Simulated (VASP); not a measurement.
Here is a VASP 6.6.1 calculation.

The input INCAR:

```
SYSTEM = Ag
PREC = Accurate
ENCUT = 600
EDIFF = 1E-7
ISMEAR = 0
SIGMA = 0.1
LREAL = .False.
LASPH = .True.
NELM = 100
ALGO = Fast
ISIF = 3
LWAVE = .False.
LCHARG = .False.
GGA = PS
IBRION = 2
NSW = 70
EDIFFG = -0.005
```

File KPOINTS:

```
Automatic mesh
0
Gamma
  18 18 18
  0 0 0
```

The input POSCAR:

```
Ag
1.0
    0.0000000000      2.0735892917      2.0735892917
    2.0735892917      0.0000000000      2.0735892917
    2.0735892917      2.0735892917      0.0000000000
Ag
1
Direct
    0.0000000000      0.0000000000      0.0000000000
```

Potentials or basis: VASP PAW PBE potentials, release 64 (Ag).

Command:

```sh
$ cat potpaw_PBE.64/Ag/POTCAR > POTCAR
$ mpirun -np 1 vasp_std > vasp.out
```

What does it give for the relaxed volume?

16.64 Å³/atom.

Estimate the relaxed cell.

a = 2.866 Å, b = 2.866 Å, c = 2.866 Å, α = 60.00°, β = 60.00°, γ = 60.00°.

The path:
| step | energy change (eV) | largest force (eV/Å) | pressure (GPa) | volume (Å³) |
| --- | --- | --- | --- | --- |
| 1 | 0.0000 | 0.0000 | -6.76 | 17.83 |
| 2 | -0.0164 | 0.0000 | 5.63 | 15.96 |
| 3 | -0.0277 | 0.0000 | 0.13 | 16.63 |
| 4 | -0.0277 | 0.0000 | -0.16 | 16.66 |
| 5 | -0.0277 | 0.0000 | -0.15 | 16.66 |
| 6 | -0.0277 | 0.0000 | -0.13 | 16.65 |
| 7 | -0.0277 | 0.0000 | -0.14 | 16.65 |
| 8 | -0.0277 | 0.0000 | -0.14 | 16.65 |
| 9 | -0.0277 | 0.0000 | -0.14 | 16.65 |
| 10 | -0.0277 | 0.0000 | -0.13 | 16.65 |
| 11 | -0.0277 | 0.0000 | -0.12 | 16.65 |
| 12 | -0.0277 | 0.0000 | -0.11 | 16.65 |
| 13 | -0.0277 | 0.0000 | -0.08 | 16.65 |
| 14 | -0.0277 | 0.0000 | -0.04 | 16.64 |

Caveat: the PAW data sets were made with another functional, which shifts forces and pressure a little.
